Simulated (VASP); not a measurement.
# Y2Si3O (C2/m) in VASP: further runs

Y2Si3O is run at these levels: PBE; tasks: single point.

Everything below comes from runs of VASP 6.6.1. Logs are shortened: lines on timing, memory, paths and dates and some standing lists are left out, and cuts for length are marked.

## (1) The cell of the first run

It takes space group C2/m (No. 12, monoclinic). Conventional cell: a = 8.702 Å, b = 3.463 Å, c = 7.636 Å, α = 90.00°, β = 95.08°, γ = 90.00°. Within 3.3 Å of Y (site symmetry m) lie 2 O at 2.38 Å and 6 Si at 2.88 to 3.14 Å and 1 Y at 3.26 Å. Within 3.2 Å of Si (site symmetry m) lie 5 Si at 2.45 to 2.71 Å and 4 Y at 2.88 to 3.14 Å. Within 3.5 Å of Si (site symmetry 2/m) lie 8 Si at 2.57 to 3.46 Å and 4 Y at 2.91 Å. O (site symmetry 2/m) has 4 Y at 2.38 Å within 3.1 Å.

## (2) Single point, PBE

INCAR reads:

```
PREC = Accurate
ENCUT = 520
EDIFF = 1E-6
ISMEAR = 0
SIGMA = 0.1
LREAL = False
LASPH = True
NELM = 100
ALGO = Normal
ISIF = 2
LWAVE = False
LCHARG = True
GGA = PE
LELF = True
LVHAR = True
NBANDS = 29
```

KPOINTS reads:

```
regular mesh
0
Gamma
  6 6 2
```

POSCAR reads:

```
Y2Si3O
1.0
    4.3509729176     -1.7315648023      0.0000000000
    4.3509729176      1.7315648023      0.0000000000
   -0.6757163128      0.0000000000      7.6063278652
Y Si O
2 3 1
Direct
    0.4385478509      0.4385478509      0.7922518908
    0.5614521491      0.5614521491      0.2077481092
    0.2918528648      0.2918528648      0.4012916004
    0.7081471352      0.7081471352      0.5987083996
    0.0000000000      0.0000000000      0.5000000000
    0.0000000000      0.0000000000      0.0000000000
```

Potentials or basis: VASP PAW PBE potentials, release 64 (Y_sv, Si, O).

Command:

```bash
cat potpaw_PBE.64/Y_sv/POTCAR potpaw_PBE.64/Si/POTCAR potpaw_PBE.64/O/POTCAR > POTCAR
mpirun -np 1 vasp_std > vasp.out
```

OUTCAR:

```text
PREC = Accurate
   ENCUT = 520
   EDIFF = 1E-6
   ISMEAR = 0
   LREAL = False
   LASPH = True
   NELM = 100
   ISIF = 2
   GGA = PE

 ion  position               nearest neighbor table
   1  0.439  0.439  0.792-   6 2.38   6 2.38   4 2.88   5 2.91   5 2.91   4 2.95   4 2.95   3 3.14
                             2 3.26
   2  0.561  0.561  0.208-   6 2.38   6 2.38   3 2.88   5 2.91   5 2.91   3 2.95   3 2.95   4 3.14
                             1 3.26
   3  0.292  0.292  0.401-   4 2.45   4 2.45   5 2.57   5 2.57   5 2.71   2 2.88   2 2.95   2 2.95
                             1 3.14
   4  0.708  0.708  0.599-   3 2.45   3 2.45   5 2.57   5 2.57   5 2.71   1 2.88   1 2.95   1 2.95
                             2 3.14
   5  0.000  0.000  0.500-   4 2.57   4 2.57   3 2.57   3 2.57   3 2.71   4 2.71   1 2.91   2 2.91
                             1 2.91   2 2.91
   6  0.000  0.000  0.000-   2 2.38   2 2.38   1 2.38   1 2.38

  LATTYP: Found a base centered monoclinic cell.
 ALAT       =     8.7019458352
 B/A-ratio  =     0.3979718640
 C/A-ratio  =     0.8775373943
 COS(beta)  =    -0.0884875959

  Lattice vectors:

 A1 = (   4.3509729176,  -1.7315648023,   0.0000000000)
 A2 = (   4.3509729176,   1.7315648023,   0.0000000000)
 A3 = (  -0.6757163128,   0.0000000000,   7.6063278652)

Analysis of symmetry for initial positions (statically):
=====================================================================
 Subroutine PRICEL returns:
 Original cell was already a primitive cell.

 Routine SETGRP: Setting up the symmetry group for a
 base centered monoclinic supercell.

 Subroutine GETGRP returns: Found  4 space group operations
 (whereof  4 operations were pure point group operations)
 out of a pool of  4 trial point group operations.

The static configuration has the point symmetry C_2h.

Analysis of symmetry for dynamics (positions and initial velocities):
=====================================================================
 Subroutine PRICEL returns:
 Original cell was already a primitive cell.

 Routine SETGRP: Setting up the symmetry group for a
 base centered monoclinic supercell.

 Subroutine GETGRP returns: Found  4 space group operations
 (whereof  4 operations were pure point group operations)
 out of a pool of  4 trial point group operations.

The dynamic configuration has the point symmetry C_2h.

 Subroutine INISYM returns: Found  4 space group operations
 (whereof  4 operations are pure point group operations),
 and found     1 'primitive' translations

[... 100 lines left out ...]
   ENCUT  =  520.0 eV  38.22 Ry    6.18 a.u.   8.71  8.71 14.20*2*pi/ulx,y,z
   NELM   =    100;   NELMIN=  2; NELMDL= -5     # of ELM steps
   EDIFF  = 0.1E-05   stopping-criterion for ELM
   LREAL  =      F    real-space projection
   EDIFFG = 0.1E-04   stopping-criterion for IOM
   NSW    =      0    number of steps for IOM
   IBRION =     -1    ionic relax: 0-MD 1-quasi-New 2-CG
   NFREE  =      0    steps in history (QN), initial steepest desc. (CG)
   ISIF   =      2    stress and relaxation
   ISYM   =      2    0-nonsym 1-usesym 2-fastsym
   POTIM  = 0.5000    time-step for ionic-motion
   TEBEG  =    0.0;   TEEND  =   0.0 temperature during run
   PSTRESS=    0.0 pullay stress
   NELECT =      40.0000    total number of electrons
   NUPDOWN=      -1.0000    fix difference up-down
   EMIN   =  10.00;   EMAX   =-10.00  energy-range for DOS
   EFERMI =   0.00;   METHOD = LEGACY
   ISMEAR =     0;   SIGMA  =   0.10  broadening in eV -4-tet -1-fermi 0-gaus
   EFERMI_NEDOS =   21; number of points for ismear=-14 and -15
   IALGO  =     38    algorithm
   IMIX   =      4    mixing-type and parameters
     AMIX     =   0.40;   BMIX     =  1.00
     AMIX_MAG =   1.60;   BMIX_MAG =  1.00
  volume/ion in A,a.u.               =      19.10       128.91
  Fermi-wavevector in a.u.,A,eV,Ry     =   1.152616  2.178129 18.075672  1.328524
  Thomas-Fermi vector in A             =   2.289266
   LORBIT       =      0    0 simple, 1 ext, 2 COOP (PROOUT), +10 PAW based schemes
   GGA     = PE    functional components
   LHFCALC =     F    Hartree Fock is set to
   AEXX    =    0.0000 exact exchange contribution
   IVDW    =     0    specifies the selected vdW correction
   LEPSILON=     F    determine dielectric tensor
   LRPA    =     F    only Hartree local field effects (RPA)
 non-spin polarized calculation
 Gauss-broadening in eV      SIGMA  =   0.10
  energy-cutoff  :      520.00
  volume of cell :      114.61
 maximum number of plane-waves:      3107
   NGX = 17   NGY = 17   NGZ = 29

 number of electron      40.0000004 magnetization

 Free energy of the ion-electron system (eV)
  ---------------------------------------------------
  ext. energy  EPLUGINS =         0.00000000
  ---------------------------------------------------
  free energy    TOTEN  =       -40.61476603 eV

  energy without entropy =      -40.60151717  energy(sigma->0) =      -40.60814160

 E-fermi :   6.0004     XC(G=0): -10.0050

 val. band max:        5.9902678918   @ k =   0.3333  -0.0000   0.0000
 cond. band min:       6.0159821557   @ k =   0.5000   0.3333   0.0000
 fundamental gap:      0.0257142639
 Fermi energy:         6.0004301322

 k-point     1 :       0.0000    0.0000    0.0000
  band No.  band energies     occupation
      1     -36.9509      2.00000
      2     -36.9112      2.00000
      3     -17.5152      2.00000
      4     -17.0505      2.00000
      5     -17.0100      2.00000
      6     -16.8878      2.00000
[... 757 lines left out ...]
     28       9.3045      0.00000
     29       9.4337      0.00000

 [... further k-points ...]
[... 5 lines left out ...]
  --------------------------------------------------------------------------------------
  -------------------------------------------------------------------------------------
  Total        2.3950093      0.0969420      0.3790532      0.0000000      0.0000000     -0.0033101
  in kB       33.4801673      1.3551662      5.2988375      0.0000000      0.0000000     -0.0462728
  external PRESSURE =      13.3780570 kB  Pullay stress =       0.0000000 kB

 VOLUME and BASIS-vectors are now :
 -----------------------------------------------------------------------------
  energy-cutoff  :      520.00
  volume of cell :      114.61
      direct lattice vectors                 reciprocal lattice vectors
     4.350972918 -1.731564802  0.000000000     0.114916827 -0.288756158  0.010208760
     4.350972918  1.731564802  0.000000000     0.114916827  0.288756158  0.010208760
    -0.675716313  0.000000000  7.606327865     0.000000000  0.000000000  0.131469484

 POSITION                                       TOTAL-FORCE (eV/Angst)
 -----------------------------------------------------------------------------------
      3.28088      0.00000      6.02613         0.003881     -0.000000     -0.042978
      4.74535      0.00000      1.58020        -0.003881     -0.000000      0.042978
      2.26853      0.00000      3.05236        -0.006596     -0.000000      0.056598
      5.75770      0.00000      4.55397         0.006596     -0.000000     -0.056598
     -0.33786      0.00000      3.80316        -0.000000     -0.000000      0.000000
      0.00000      0.00000      0.00000        -0.000000      0.000000      0.000000
 -----------------------------------------------------------------------------------
    total drift:                               -0.000000     -0.000000      0.000000

  FREE ENERGIE OF THE ION-ELECTRON SYSTEM (eV)
  ---------------------------------------------------
  free  energy   TOTEN  =       -40.6147660265 eV

  energy  without entropy=      -40.6015171741  energy(sigma->0) =      -40.60814160
```

OSZICAR:

```text
N       E                     dE             d eps       ncg     rms          rms(c)
DAV:   1     0.178006438558E+03    0.17801E+03   -0.18609E+04  1508   0.127E+03
DAV:   2    -0.289622655525E+02   -0.20697E+03   -0.20049E+03  1819   0.284E+02
DAV:   3    -0.444524652029E+02   -0.15490E+02   -0.15322E+02  2427   0.580E+01
DAV:   4    -0.453420601298E+02   -0.88959E+00   -0.88703E+00  2243   0.120E+01
DAV:   5    -0.453610426016E+02   -0.18982E-01   -0.18980E-01  2154   0.181E+00    0.376E+01
DAV:   6    -0.407969997242E+02    0.45640E+01   -0.20917E+01  1845   0.216E+01    0.321E+01
DAV:   7    -0.406497455611E+02    0.14725E+00   -0.34093E+00  1971   0.950E+00    0.191E+01
DAV:   8    -0.406197950264E+02    0.29951E-01   -0.52636E-01  2181   0.369E+00    0.180E+00
DAV:   9    -0.406145465754E+02    0.52485E-02   -0.45453E-02  1850   0.114E+00    0.773E-01
DAV:  10    -0.406149809238E+02   -0.43435E-03   -0.14579E-02  2037   0.699E-01    0.482E-01
DAV:  11    -0.406146388200E+02    0.34210E-03   -0.35756E-03  1805   0.309E-01    0.108E-01
DAV:  12    -0.406147611815E+02   -0.12236E-03   -0.49441E-04  1997   0.133E-01    0.360E-02
DAV:  13    -0.406147629490E+02   -0.17675E-05   -0.45087E-05  2176   0.348E-02    0.369E-02
DAV:  14    -0.406147657921E+02   -0.28431E-05   -0.30205E-05  1755   0.269E-02    0.568E-03
DAV:  15    -0.406147660265E+02   -0.23440E-06   -0.25893E-06  1745   0.851E-03
   1 F= -.40614766E+02 E0= -.40608142E+02  d E =-.132489E-01
```

Run time: 60 s. Hardware: 1 thread of Intel Xeon 6975P-C (Granite Rapids), shared host; peak memory 0.32 GiB.

Results:

```yaml
Free_energy: -40.6148 eV
Pressure: 1.3 GPa
Largest_force: 0.057 eV/Å
Band_gap_on_the_k_mesh: zero (bands 20 and 21 overlap by 2.23 eV)
```

Forces in eV/Å, atoms in the order of the input:
```
Y    0.004  0.000 -0.043
Y   -0.004  0.000  0.043
Si  -0.007  0.000  0.057
Si   0.007  0.000 -0.057
Si   0.000  0.000  0.000
O    0.000  0.000  0.000
```

Caveat: the k points lie up to 0.41 Å⁻¹ apart, too coarse for converged energies and pressures of a metal.

## (3) Single point, PBE

This run uses another cell than the first one, of 19.71 Å³/atom.

INCAR reads:

```
PREC = Accurate
ENCUT = 520
EDIFF = 1E-6
ISMEAR = 0
SIGMA = 0.1
LREAL = F
LASPH = T
NELM = 80
ALGO = Normal
ISIF = 2
LWAVE = F
LCHARG = F
GGA = PE
NBANDS = 29
```

KPOINTS is that of step 2.

POSCAR reads:

```
Y2Si3O
1.0
    4.5213909385     -1.7226921289     -0.0323760785
    4.5213909385      1.7226921289     -0.0323760785
   -0.7587821723      0.0000000000      7.5962504814
Y Si O
2 3 1
Direct
    0.4418426551      0.4418426551      0.7890308736
    0.5581573449      0.5581573449      0.2109691264
    0.2917093763      0.2917093763      0.4025060706
    0.7082906237      0.7082906237      0.5974939294
    0.0000000000      0.0000000000      0.5000000000
    0.0000000000      0.0000000000      0.0000000000
```

Potentials or basis: VASP PAW PBE potentials, release 64 (Y_sv, Si, O).

Command:

```bash
cat potpaw_PBE.64/Y_sv/POTCAR potpaw_PBE.64/Si/POTCAR potpaw_PBE.64/O/POTCAR > POTCAR
mpirun -np 1 vasp_std > vasp.out
```

Wall time 83 s (1 thread of Intel Xeon 6975P-C (Granite Rapids), shared host); peak memory 0.31 GiB.

The run converged. Its results:

```yaml
Free_energy: -40.6575 eV
Pressure: 0.0 GPa
Largest_force: 0.026 eV/Å
Band_gap_on_the_k_mesh: zero (bands 20 and 21 overlap by 1.67 eV)
```

Forces on the atoms (eV/Å):
```
Y    0.000  0.000  0.006
Y    0.000  0.000 -0.006
Si   0.012  0.000 -0.023
Si  -0.012  0.000  0.023
Si   0.000  0.000  0.000
O    0.000  0.000  0.000
```

Stress tensor (GPa, compression positive):
```
 0.23  0.00 -0.07
 0.00 -0.18  0.00
-0.07  0.00  0.03
```

Levels at points of the mesh, in eV from the Fermi level:
```
           k point  band 17  band 18  band 19  band 20  band 21  band 22  band 23  band 24
(0.00, 0.00, 0.00)    -3.26    -1.13    -1.07    -0.78    -0.27     1.03     1.37     1.88
(0.50, 0.00, 0.00)    -3.40    -3.11    -1.57    -1.10     0.57     1.12     1.19     1.27
(0.50, 0.50, 0.00)    -1.98    -1.04    -1.02     0.83     1.22     1.66     1.82     2.49
(0.00, 0.00, 0.50)    -2.68    -1.02    -0.99    -0.42    -0.09     0.02     0.50     2.18
(0.50, 0.00, 0.50)    -3.55    -2.79    -2.01    -0.91     0.15     1.26     1.37     2.26
(0.50, 0.50, 0.50)    -2.13    -1.62    -0.07     0.56     1.17     1.32     1.52     2.40
```

Caveat: the k points lie up to 0.41 Å⁻¹ apart, too coarse for converged energies and pressures of a metal.
